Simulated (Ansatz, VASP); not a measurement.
**As in VASP and in Ansatz**

```xyz
4
Lattice="3.6083 0.0000 0.0000 -1.8041 3.1249 0.0000 0.0000 0.0000 12.0292" Properties=species:S:1:pos:R:3 pbc="T T T"
As    0.0000    0.0000    9.6193
As    0.0000    0.0000    2.4099
As    0.0000    2.0832    8.2288
As    1.8041    1.0416    3.8004
```

Alike in both runs: functional PBE; k mesh 12 × 12 × 4; occupations gaussian, width 0.01 eV; no spin polarisation.

Ansatz relaxed the structure, and its values are those at the end. VASP's run is a single point on that final structure, the one shown.

|  | VASP | Ansatz |
| --- | --- | --- |
| version | VASP 6.6.1 | Ansatz 0.2.0 |
| potentials or method | VASP PAW PBE potentials, release 64 (As), cutoff 520 eV | scalar-relativistic, plane waves, PAW |
| valence electrons in the cell | 20 | 60 |

VASP gave:

| Item | Value |
| --- | --- |
| gap on the k mesh at the Fermi level (eV) | 1.32 |
| least direct gap on the mesh (eV) | 1.69 |
| pressure (GPa) | 0.2 |
| rms of the force components (eV/Å) | 0.047 |

Task: Which values does Ansatz return?

Result: gap on the k mesh at the Fermi level (eV): 1.34; least direct gap on the mesh (eV): 1.73; pressure (GPa): 0.0; rms of the force components (eV/Å): 0.002.

VASP's potentials hold 20 valence electrons a cell and Ansatz's 60, so a difference there can come from the potentials and not from the codes.
